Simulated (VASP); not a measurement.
Wanted: the native input for a VASP 6.6.1 run.

```
Task                   : relaxation of cell and atoms
Functional             : PBEsol
Potentials or basis    : VASP PAW PBE potentials, release 64 (Ti_sv)
Cutoff                 : 600 eV
k mesh                 : 12 × 12 × 14
Occupations            : gaussian, width 0.1 eV
Spin                   : no spin polarisation
Dipole correction      : no
Further INCAR settings : ALGO = Fast; EDIFF = 1e-07; IBRION = 2; EDIFFG = -0.005; NSW = 70; ISIF = 3
```

The structure of Ti lies in POSCAR:

```
Ti
1.0
    4.5797920052      0.0000000000      0.0000000000
   -2.2898960026      3.9662162205      0.0000000000
    0.0000000000      0.0000000000      2.8314061317
Ti
3
Direct
    0.0000000000      0.0000000000      0.0000000000
    0.3333333333      0.6666666667      0.5000000000
    0.6666666667      0.3333333333      0.5000000000
```

One way to write it, as run:

INCAR

```
SYSTEM = Ti
  ALGO = Fast
  EDIFF = 1E-7
  EDIFFG = -0.005
  ENCUT = 600
  GGA = PS
  IBRION = 2
  ISIF = 3
  ISMEAR = 0
  LASPH = .TRUE.
  LCHARG = .FALSE.
  LREAL = .FALSE.
  LWAVE = .FALSE.
  NELM = 100
  NSW = 70
  PREC = Accurate
  SIGMA = 0.1
```

KPOINTS

```
k-points
0
G
  12 12 14
  0 0 0
```

Potentials or basis: VASP PAW PBE potentials, release 64 (Ti_sv).

Run with:

```sh
$ cat potpaw_PBE.64/Ti_sv/POTCAR > POTCAR
$ mpirun -np 1 vasp_std > vasp.out
```

It gave:

```
Relaxed volume                         : 16.44 Å³/atom
Relaxed cell                           : a = 4.511 Å, b = 4.511 Å, c = 2.798 Å, α = 90.00°, β = 90.00°, γ = 120.00°
Space group after relaxing (to 0.05 Å) : P6/mmm (No. 191)
Energy gained by relaxing              : 10.7 meV/atom
Ionic steps                            : 9
Pressure after relaxing                : 0.0 GPa
Band gap on the k mesh                 : zero (band 18 reaches 8.93 eV, above the bottom of band 19 at 8.59 eV)
```

Caveat: the PAW data sets were made with another functional, which shifts forces and pressure a little.

Wall time 32 min on 1 thread of Intel(R) Xeon(R) 6975P-C (Granite Rapids), on a shared host, peak memory 0.34 GiB.
